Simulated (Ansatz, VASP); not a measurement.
## Two plane-wave programs on CuF

The input POSCAR:

```
CuF
1.0
    2.8444912025      0.0000000000      0.0000000000
   -1.4222456012      2.4634016422      0.0000000000
    0.0000000000      0.0000000000      6.8529427654
Cu F
2 2
Direct
    0.3333333333      0.6666666667      0.0459865600
    0.6666666667      0.3333333333      0.5459865600
    0.3333333333      0.6666666667      0.3290134400
    0.6666666667      0.3333333333      0.8290134400
```

Contents of INCAR.step1:

```
PREC = Accurate
ENCUT = 520
ISMEAR = -1
SIGMA = 0.02
LREAL = F
LASPH = T
NELM = 80
NBANDS = 26
GGA = PE
ALGO = Normal
EDIFF = 1E-4
LWAVE = T
LCHARG = F
```

INCAR.step2

```
PREC = Accurate
ENCUT = 520
EDIFF = 1E-6
ISMEAR = -1
SIGMA = 0.02
LREAL = F
LASPH = T
NELM = 80
ALGO = Normal
ISIF = 2
LWAVE = F
LCHARG = T
METAGGA = R2SCAN
LMIXTAU = T
LELF = T
LVHAR = T
NBANDS = 26
ISTART = 1
```

The input KPOINTS:

```
regular mesh
0
Gamma
  9 9 4
```

Input for Ansatz:

```yaml
crystal:
  lattice:
    - [2.8444912025, 0.0, 0.0]
    - [-1.4222456012, 2.4634016422, 0.0]
    - [0.0, 0.0, 6.8529427654]
  atoms:
    - { symbol: Cu, position: [0.3333333333, 0.6666666667, 0.04598656] }
    - { symbol: Cu, position: [0.6666666667, 0.3333333333, 0.54598656] }
    - { symbol: F, position: [0.3333333333, 0.6666666667, 0.32901344] }
    - { symbol: F, position: [0.6666666667, 0.3333333333, 0.82901344] }
kpoints:
  mp_grid: { grid: [9, 9, 4] }
hamiltonian:
  xc: r2scan
scf:
  occupations: { method: fermi_dirac, width: 0.02 }
  n_extra_bands: 5
output:
  forces: true
  stress: true
  eigenvalues: true
```

Alike in both runs: task single point; functional r2SCAN; k mesh 9 × 9 × 4; occupations fermi-dirac, width 0.02 eV; no spin polarisation.

|  | VASP | Ansatz |
| --- | --- | --- |
| version | VASP 6.6.1 | Ansatz 0.2.0 |
| potentials or method | VASP PAW PBE potentials, release 64 (Cu, F) | plane waves, PAW |
| plane-wave cutoff (eV) | 520 | 500 |
| valence electrons in the cell | 36 | 52 |

VASP gave:

- pressure (GPa): -5.3
- traceless stress, the component that is largest in VASP (GPa): -3.28
- rms of the force components (eV/Å): 0.000

Problem. What did Ansatz give for the same quantities?

Solution. Pressure (GPa): -5.5; traceless stress, the component that is largest in VASP (GPa): -3.85; rms of the force components (eV/Å): 0.031.

VASP's potentials were made for PBE, not for r2SCAN. Atom by atom the forces differ by 0.030 eV/Å (rms over components). With one functional, cell and mesh, what is left measures potentials, basis and numerics. VASP's potentials hold 36 valence electrons a cell and Ansatz's 52, so a difference there can come from the potentials and not from the codes.
